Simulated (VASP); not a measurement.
# Ge (Cmmm) in VASP: further runs

Runs on Ge. Level: r2SCAN. Tasks: single point.

Everything below comes from runs of VASP 6.6.1. Logs are shortened: lines on timing, memory, paths and dates and some standing lists are left out, and cuts for length are marked.

## Step 1: The cell of the first run

It takes space group Cmmm (No. 65, orthorhombic). The conventional cell has a = 2.776 Å, b = 5.166 Å, c = 2.680 Å, α = 90.00°, β = 90.00°, γ = 90.00°. Ge (site symmetry mmm) has 8 Ge at 2.68 to 2.93 Å within 3.5 Å.

## Step 2: Single point, r2SCAN

The input, POSCAR:

```
Ge
1.0
    1.3877718785     -2.5830623466      0.0000000000
    1.3877718785      2.5830623466      0.0000000000
    0.0000000000      0.0000000000      2.6801215215
Ge
1
Direct
    0.5000000000      0.5000000000      0.0000000000
```

The input, INCAR.step1:

```
ALGO = Normal
EDIFF = 1E-4
ENCUT = 520
GGA = PE
ISMEAR = 1
LASPH = T
LCHARG = F
LREAL = F
LWAVE = T
NBANDS = 13
NELM = 80
PREC = Accurate
SIGMA = 0.15
```

The input, INCAR.step2:

```
ALGO = Normal
EDIFF = 1E-7
ENCUT = 520
ISIF = 2
ISMEAR = 1
ISTART = 1
LASPH = T
LCHARG = F
LMIXTAU = T
LREAL = F
LWAVE = F
METAGGA = R2SCAN
NBANDS = 13
NELM = 80
PREC = Accurate
SIGMA = 0.15
```

The input, KPOINTS:

```
k-points
0
Gamma
  12 12 11
```

Potentials or basis: VASP PAW PBE potentials, release 64 (Ge_d).

The run is started by

```console
cat potpaw_PBE.64/Ge_d/POTCAR > POTCAR
cp INCAR.step1 INCAR
mpirun -np 1 vasp_std > vasp.out
cp INCAR.step2 INCAR
mpirun -np 1 vasp_std > vasp.out
```

OUTCAR:

```text
EDIFF = 1E-7
   ENCUT = 520
   ISIF = 2
   ISMEAR = 1
   ISTART = 1
   LASPH = T
   LREAL = F
   METAGGA = R2SCAN
   NELM = 80
   PREC = Accurate

 ion  position               nearest neighbor table
   1  0.500  0.500  0.000-

  LATTYP: Found a base centered orthorhombic cell.
 ALAT       =     2.7755437570
 B/A-ratio  =     1.8613018369
 C/A-ratio  =     0.9656203455

  Lattice vectors:

 A1 = (   1.3877718785,  -2.5830623466,   0.0000000000)
 A2 = (   1.3877718785,   2.5830623466,   0.0000000000)
 A3 = (   0.0000000000,   0.0000000000,   2.6801215215)

Analysis of symmetry for initial positions (statically):
=====================================================================
 Subroutine PRICEL returns:
 Original cell was already a primitive cell.

 Routine SETGRP: Setting up the symmetry group for a
 base centered orthorhombic supercell.

 Subroutine GETGRP returns: Found  8 space group operations
 (whereof  8 operations were pure point group operations)
 out of a pool of  8 trial point group operations.

The static configuration has the point symmetry D_2h.

Analysis of symmetry for dynamics (positions and initial velocities):
=====================================================================
 Subroutine PRICEL returns:
 Original cell was already a primitive cell.

 Routine SETGRP: Setting up the symmetry group for a
 base centered orthorhombic supercell.

 Subroutine GETGRP returns: Found  8 space group operations
 (whereof  8 operations were pure point group operations)
 out of a pool of  8 trial point group operations.

The dynamic configuration has the point symmetry D_2h.

 Subroutine INISYM returns: Found  8 space group operations
 (whereof  8 operations are pure point group operations),
 and found     1 'primitive' translations

----------------------------------------------------------------------------------------

                                     Primitive cell

  volume of cell :      19.2149

  direct lattice vectors                    reciprocal lattice vectors
     1.387771878 -2.583062347  0.000000000     0.360289762 -0.193568692  0.000000000
     1.387771878  2.583062347  0.000000000     0.360289762  0.193568692  0.000000000
     0.000000000  0.000000000  2.680121521     0.000000000  0.000000000  0.373117410

  length of vectors
     2.932255424  2.932255424  2.680121521     0.408995784  0.408995784  0.373117410

  position of ions in fractional coordinates (direct lattice)
     0.500000000  0.500000000  0.000000000

  ion indices of the primitive-cell ions
   primitive index   ion index
                 1           1

----------------------------------------------------------------------------------------

 KPOINTS: k-points

Automatic generation of k-mesh.
 Grid dimensions read from file:
 generate k-points for:   12   12   11

 Generating k-lattice:

  Cartesian coordinates                     Fractional coordinates (reciprocal lattice)
     0.030024147 -0.016130724  0.000000000     0.083333333  0.000000000  0.000000000
     0.030024147  0.016130724  0.000000000     0.000000000  0.083333333  0.000000000
     0.000000000  0.000000000  0.033919765     0.000000000  0.000000000  0.090909091

  Length of vectors
     0.034082982  0.034082982  0.033919765

  Shift w.r.t. Gamma in fractional coordinates (k-lattice)
     0.000000000  0.000000000  0.000000000

 Subroutine IBZKPT returns following result:
 ===========================================

 Found    258 irreducible k-points:

 Following reciprocal coordinates:
            Coordinates               Weight
  0.000000  0.000000  0.000000      1.000000
  0.083333 -0.000000  0.000000      4.000000
  0.166667 -0.000000  0.000000      4.000000
  0.250000  0.000000  0.000000      4.000000
  0.333333 -0.000000  0.000000      4.000000
  0.416667  0.000000  0.000000      4.000000
[... 16 lines left out ...]
  0.500000  0.166667  0.000000      4.000000
 -0.416667  0.166667  0.000000      4.000000
 [... further k-points ...]
   k-points           NKPTS =    258   k-points in BZ     NKDIM =    258   number of bands    NBANDS=     13
   number of dos      NEDOS =    301   number of ions     NIONS =      1
   total plane-waves  NPLWV =  11520
   dimension x,y,z NGX =    24 NGY =   24 NGZ =   20
   dimension x,y,z NGXF=    48 NGYF=   48 NGZF=   40
   ions per type =               1
   NGX,Y,Z   is equivalent  to a cutoff of  13.61, 13.61, 12.41 a.u.
   NGXF,Y,Z  is equivalent  to a cutoff of  27.21, 27.21, 24.81 a.u.
 SYSTEM =  unknown system
   PREC   = accura    normal or accurate (medium, high low for compatibility)
   ISTART =      1    job   : 0-new  1-cont  2-samecut
   ICHARG =      0    charge: 1-file 2-atom 10-const
   ISPIN  =      1    spin polarized calculation?
   LNONCOLLINEAR =      F non collinear calculations
   LSORBIT =      F    spin-orbit coupling
   LASPH  =      T    aspherical Exc in radial PAW
   ENCUT  =  520.0 eV  38.22 Ry    6.18 a.u.   5.45  5.45  4.98*2*pi/ulx,y,z
   NELM   =     80;   NELMIN=  2; NELMDL=  0     # of ELM steps
   EDIFF  = 0.1E-06   stopping-criterion for ELM
   LREAL  =      F    real-space projection
   EDIFFG = 0.1E-05   stopping-criterion for IOM
   NSW    =      0    number of steps for IOM
   IBRION =     -1    ionic relax: 0-MD 1-quasi-New 2-CG
   NFREE  =      0    steps in history (QN), initial steepest desc. (CG)
   ISIF   =      2    stress and relaxation
   ISYM   =      2    0-nonsym 1-usesym 2-fastsym
   POTIM  = 0.5000    time-step for ionic-motion
   TEBEG  =    0.0;   TEEND  =   0.0 temperature during run
   PSTRESS=    0.0 pullay stress
   NELECT =      14.0000    total number of electrons
   NUPDOWN=      -1.0000    fix difference up-down
   EMIN   =  10.00;   EMAX   =-10.00  energy-range for DOS
   EFERMI =   0.00;   METHOD = LEGACY
   ISMEAR =     1;   SIGMA  =   0.15  broadening in eV -4-tet -1-fermi 0-gaus
   EFERMI_NEDOS =   21; number of points for ismear=-14 and -15
   IALGO  =     38    algorithm
   IMIX   =      4    mixing-type and parameters
     AMIX     =   0.40;   BMIX     =  1.00
     AMIX_MAG =   1.60;   BMIX_MAG =  1.00
  volume/ion in A,a.u.               =      19.21       129.67
  Fermi-wavevector in a.u.,A,eV,Ry     =   1.473121  2.783795 29.525797  2.170085
  Thomas-Fermi vector in A             =   2.588052
   LORBIT       =      0    0 simple, 1 ext, 2 COOP (PROOUT), +10 PAW based schemes
   METAGGA = R2SCAN    functional components
   LHFCALC =     F    Hartree Fock is set to
   AEXX    =    0.0000 exact exchange contribution
   IVDW    =     0    specifies the selected vdW correction
   LEPSILON=     F    determine dielectric tensor
   LRPA    =     F    only Hartree local field effects (RPA)
 non-spin polarized calculation
 Methfessel and Paxton  Order N= 1 SIGMA  =   0.15
  energy-cutoff  :      520.00
  volume of cell :       19.21
 maximum number of plane-waves:       528
 NGX is ok and might be reduce to    24
   NGX = 11   NGY = 11   NGZ =  9

 number of electron      13.9999994 magnetization

 Free energy of the ion-electron system (eV)
  ---------------------------------------------------
  ext. energy  EPLUGINS =         0.00000000
  ---------------------------------------------------
  free energy    TOTEN  =       -13.47816511 eV

  energy without entropy =      -13.47778521  energy(sigma->0) =      -13.47803848

 E-fermi :   6.3661     XC(G=0): -12.1920

 val. band max:        6.3508873596   @ k =   0.5000   0.5000   0.3636
 cond. band min:       6.3734687202   @ k =  -0.2500   0.2500   0.0000
 fundamental gap:      0.0225813606
 Fermi energy:         6.3661448940

 k-point     1 :       0.0000    0.0000    0.0000
  band No.  band energies     occupation
      1     -19.1948      2.00000
      2     -19.1247      2.00000
      3     -19.0674      2.00000
      4     -18.9507      2.00000
      5     -18.9305      2.00000
      6      -7.3555      2.00000
      7      13.4190      0.00000
      8      13.9741      0.00000
      9      15.6003      0.00000
     10      16.9713      0.00000
     11      19.7222      0.00000
     12      22.2540      0.00000
     13      22.7133      0.00000

 k-point     2 :       0.0833   -0.0000    0.0000
  band No.  band energies     occupation
      1     -19.1892      2.00000
      2     -19.1165      2.00000
      3     -19.0685      2.00000
      4     -18.9519      2.00000
      5     -18.9343      2.00000
      6      -7.1748      2.00000
      7      13.1885      0.00000
      8      13.5964      0.00000
      9      14.0848      0.00000
     10      17.4948      0.00000
     11      19.5504      0.00000
     12      21.0110      0.00000
     13      23.7530      0.00000

 k-point     3 :       0.1667   -0.0000    0.0000
  band No.  band energies     occupation
      1     -19.1762      2.00000
      2     -19.0995      2.00000
      3     -19.0643      2.00000
      4     -18.9561      2.00000
      5     -18.9438      2.00000
      6      -6.6328      2.00000
      7      10.6098      0.00000
      8      12.5881      0.00000
      9      14.1198      0.00000
     10      17.1500      0.00000
     11      18.9254      0.00000
     12      22.7712      0.00000
     13      26.1047      0.00000
[... 305 lines left out ...]
 k-point    23 :       0.5000    0.1667    0.0000
  band No.  band energies     occupation
      1     -19.1422      2.00000
      2     -19.0766      2.00000
      3     -18.9952      2.00000
      4     -18.9858      2.00000
      5     -18.9649      2.00000
      6      -2.7291      2.00000
      7       2.8054      2.00000
      8       6.3231      1.46434
      9      17.3049      0.00000
     10      19.3189      0.00000
     11      22.6219      0.00000
     12      25.5338      0.00000
     13      26.7338      0.00000

 k-point    24 :      -0.4167    0.1667    0.0000
  band No.  band energies     occupation
      1     -19.1444      2.00000
      2     -19.0928      2.00000
      3     -19.0093      2.00000
      4     -18.9800      2.00000
      5     -18.9570      2.00000
      6      -4.1816      2.00000
      7       5.0358      2.00000
      8       7.0428     -0.00000
      9      16.2586      0.00000
     10      19.7873      0.00000
     11      21.3729      0.00000
     12      26.6103      0.00000
     13      27.2677      0.00000

 [... further k-points ...]

------------------------ aborting loop because EDIFF is reached ----------------------------------------

  FORCE on cell =-STRESS in cart. coord.  units (eV):
  Direction    XX          YY          ZZ          XY          YZ          ZX
  --------------------------------------------------------------------------------------
  -------------------------------------------------------------------------------------
  Total       -0.1019122     -0.5673825     -0.0701852      0.0000000      0.0000000      0.0000000
  in kB       -8.4976625    -47.3095798     -5.8521904      0.0000000      0.0000000      0.0000000
  external PRESSURE =     -20.5531442 kB  Pullay stress =       0.0000000 kB

 VOLUME and BASIS-vectors are now :
 -----------------------------------------------------------------------------
  energy-cutoff  :      520.00
  volume of cell :       19.21
      direct lattice vectors                 reciprocal lattice vectors
     1.387771878 -2.583062347  0.000000000     0.360289762 -0.193568692  0.000000000
     1.387771878  2.583062347  0.000000000     0.360289762  0.193568692  0.000000000
     0.000000000  0.000000000  2.680121521     0.000000000  0.000000000  0.373117410

 POSITION                                       TOTAL-FORCE (eV/Angst)
 -----------------------------------------------------------------------------------
      1.38777      0.00000      0.00000         0.000000     -0.000000      0.000000
 -----------------------------------------------------------------------------------
    total drift:                               -0.000000     -0.000000     -0.000000

  FREE ENERGIE OF THE ION-ELECTRON SYSTEM (eV)
  ---------------------------------------------------
  free  energy   TOTEN  =       -13.4781651094 eV

  energy  without entropy=      -13.4777852090  energy(sigma->0) =      -13.47803848
```

Run time: 3 min. Hardware: 1 thread of Intel Xeon 8259CL, shared host; peak memory 0.18 GiB.

Results:

- Free energy: -13.4782 eV
- Pressure: -2.1 GPa
- Band gap on the k mesh: zero (bands 7 and 8 overlap by 10.54 eV)

Levels at points of the mesh, in eV from the Fermi level:
| k point | band 3 | band 4 | band 5 | band 6 | band 7 | band 8 | band 9 | band 10 | band 11 | band 12 |
| --- | --- | --- | --- | --- | --- | --- | --- | --- | --- | --- |
| (0.00, 0.00, 0.00) | -25.43 | -25.32 | -25.30 | -13.72 | 7.05 | 7.61 | 9.23 | 10.61 | 13.36 | 15.89 |
| (0.50, 0.00, 0.00) | -25.36 | -25.33 | -25.32 | -8.22 | -5.75 | 3.62 | 7.93 | 11.29 | 17.71 | 17.72 |
| (0.50, 0.50, 0.00) | -25.36 | -25.34 | -25.31 | -9.15 | -5.97 | 5.53 | 9.67 | 10.55 | 16.95 | 17.40 |

Caveat: the PAW data sets were made with another functional, which shifts forces and pressure a little.

## Step 3: Single point, r2SCAN

This run uses another cell than the first one, of 19.61 Å³/atom.

The input, POSCAR:

```
Ge
1.0
    1.3971490000     -2.6005160000      0.0000000000
    1.3971490000      2.6005160000      0.0000000000
    0.0000000000      0.0000000000      2.6982310000
Ge
1
Direct
    0.5000000000      0.5000000000      0.0000000000
```

The input, INCAR.step1:

```
PREC = Accurate ; ENCUT = 520
ISMEAR = 1 ; SIGMA = 0.15
LREAL = False ; LASPH = True
NELM = 60 ; NBANDS = 13
GGA = PE ; ALGO = Normal
EDIFF = 1E-4 ; LWAVE = True
LCHARG = False
```

The input, INCAR.step2:

```
PREC = Accurate ; ENCUT = 520
EDIFF = 1E-7 ; ISMEAR = 1
SIGMA = 0.15 ; LREAL = False
LASPH = True ; NELM = 60
ALGO = Normal ; ISIF = 2
LWAVE = False ; LCHARG = False
METAGGA = R2SCAN ; LMIXTAU = True
NBANDS = 13 ; ISTART = 1
```

The input, KPOINTS:

```
regular mesh
0
Gamma
  12 12 11
```

Potentials or basis: VASP PAW PBE potentials, release 64 (Ge_d).

The run is started by

```console
cat potpaw_PBE.64/Ge_d/POTCAR > POTCAR
cp INCAR.step1 INCAR
mpirun -np 1 vasp_std > vasp.out
cp INCAR.step2 INCAR
mpirun -np 1 vasp_std > vasp.out
```

OUTCAR:

```text
PREC = Accurate
   ENCUT = 520
   EDIFF = 1E-7
   ISMEAR = 1
   LREAL = False
   LASPH = True
   NELM = 60
   ISIF = 2
   METAGGA = R2SCAN
   ISTART = 1

 ion  position               nearest neighbor table
   1  0.500  0.500  0.000-

  LATTYP: Found a base centered orthorhombic cell.
 ALAT       =     2.7942980000
 B/A-ratio  =     1.8613018368
 C/A-ratio  =     0.9656203454

  Lattice vectors:

 A1 = (   1.3971490000,  -2.6005160000,   0.0000000000)
 A2 = (   1.3971490000,   2.6005160000,   0.0000000000)
 A3 = (   0.0000000000,   0.0000000000,   2.6982310000)

Analysis of symmetry for initial positions (statically):
=====================================================================
 Subroutine PRICEL returns:
 Original cell was already a primitive cell.

 Routine SETGRP: Setting up the symmetry group for a
 base centered orthorhombic supercell.

 Subroutine GETGRP returns: Found  8 space group operations
 (whereof  8 operations were pure point group operations)
 out of a pool of  8 trial point group operations.

The static configuration has the point symmetry D_2h.

Analysis of symmetry for dynamics (positions and initial velocities):
=====================================================================
 Subroutine PRICEL returns:
 Original cell was already a primitive cell.

 Routine SETGRP: Setting up the symmetry group for a
 base centered orthorhombic supercell.

 Subroutine GETGRP returns: Found  8 space group operations
 (whereof  8 operations were pure point group operations)
 out of a pool of  8 trial point group operations.

The dynamic configuration has the point symmetry D_2h.

 Subroutine INISYM returns: Found  8 space group operations
 (whereof  8 operations are pure point group operations),
 and found     1 'primitive' translations

----------------------------------------------------------------------------------------

                                     Primitive cell

  volume of cell :      19.6070

  direct lattice vectors                    reciprocal lattice vectors
     1.397149000 -2.600516000  0.000000000     0.357871637 -0.192269534  0.000000000
     1.397149000  2.600516000  0.000000000     0.357871637  0.192269534  0.000000000
[... 115 lines left out ...]
 Methfessel and Paxton  Order N= 1 SIGMA  =   0.15
  energy-cutoff  :      520.00
  volume of cell :       19.61
 maximum number of plane-waves:       542
 NGX is ok and might be reduce to    24
   NGX = 11   NGY = 11   NGZ = 11

 number of electron      14.0000003 magnetization

 Free energy of the ion-electron system (eV)
  ---------------------------------------------------
  ext. energy  EPLUGINS =         0.00000000
  ---------------------------------------------------
  free energy    TOTEN  =       -13.47170357 eV

  energy without entropy =      -13.47138198  energy(sigma->0) =      -13.47159637

 E-fermi :   6.1466     XC(G=0): -12.0771

 val. band max:        6.1319091201   @ k =   0.5000   0.1667   0.0000
 cond. band min:       6.1556721841   @ k =   0.5000   0.3333   0.3636
 fundamental gap:      0.0237630640
 Fermi energy:         6.1465899933

 k-point     1 :       0.0000    0.0000    0.0000
  band No.  band energies     occupation
      1     -19.3919      2.00000
      2     -19.3277      2.00000
      3     -19.2736      2.00000
      4     -19.1627      2.00000
      5     -19.1427      2.00000
      6      -7.3989      2.00000
      7      13.0901      0.00000
      8      13.6084      0.00000
      9      15.1989      0.00000
     10      16.6730      0.00000
     11      19.3768      0.00000
     12      21.8956      0.00000
     13      22.2168      0.00000
[... 354 lines left out ...]
  band No.  band energies     occupation
      1     -19.3447      2.00000
      2     -19.2966      2.00000
      3     -19.2186      2.00000
      4     -19.1900      2.00000
      5     -19.1679      2.00000
      6      -4.2836      2.00000
      7       4.8243      2.00000
      8       6.8474     -0.00000
      9      15.8577      0.00000
     10      19.4376      0.00000
     11      20.9737      0.00000
     12      26.1461      0.00000
     13      26.7961      0.00000

 [... further k-points ...]

------------------------ aborting loop because EDIFF is reached ----------------------------------------

  FORCE on cell =-STRESS in cart. coord.  units (eV):
  Direction    XX          YY          ZZ          XY          YZ          ZX
  --------------------------------------------------------------------------------------
  -------------------------------------------------------------------------------------
  Total       -0.2856797     -0.7156174     -0.2247243     -0.0000000      0.0000000      0.0000000
  in kB      -23.3441755    -58.4763309    -18.3632335     -0.0000000      0.0000000      0.0000000
  external PRESSURE =     -33.3945800 kB  Pullay stress =       0.0000000 kB

 VOLUME and BASIS-vectors are now :
 -----------------------------------------------------------------------------
  energy-cutoff  :      520.00
  volume of cell :       19.61
      direct lattice vectors                 reciprocal lattice vectors
     1.397149000 -2.600516000  0.000000000     0.357871637 -0.192269534  0.000000000
     1.397149000  2.600516000  0.000000000     0.357871637  0.192269534  0.000000000
     0.000000000  0.000000000  2.698231000     0.000000000  0.000000000  0.370613191

 POSITION                                       TOTAL-FORCE (eV/Angst)
 -----------------------------------------------------------------------------------
      1.39715      0.00000      0.00000        -0.000000      0.000000      0.000000
 -----------------------------------------------------------------------------------
    total drift:                               -0.000000     -0.000000     -0.000000

  FREE ENERGIE OF THE ION-ELECTRON SYSTEM (eV)
  ---------------------------------------------------
  free  energy   TOTEN  =       -13.4717035676 eV

  energy  without entropy=      -13.4713819837  energy(sigma->0) =      -13.47159637
```

It took 2.9 min on 1 thread of Intel Xeon 8259CL, shared host; peak memory 0.18 GiB.

Results:

```yaml
Free_energy: -13.4717 eV
Pressure: -3.3 GPa
Band_gap_on_the_k_mesh: zero (bands 7 and 8 overlap by 10.34 eV)
```

Stress tensor (GPa, compression positive):
```
-2.33  0.00  0.00
 0.00 -5.85  0.00
 0.00  0.00 -1.84
```

Caveat: the cell stands under tension; the PAW data sets were made with another functional, which shifts forces and pressure a little.

The gap in the log of VASP goes by the Fermi energy; the results here count the filled bands.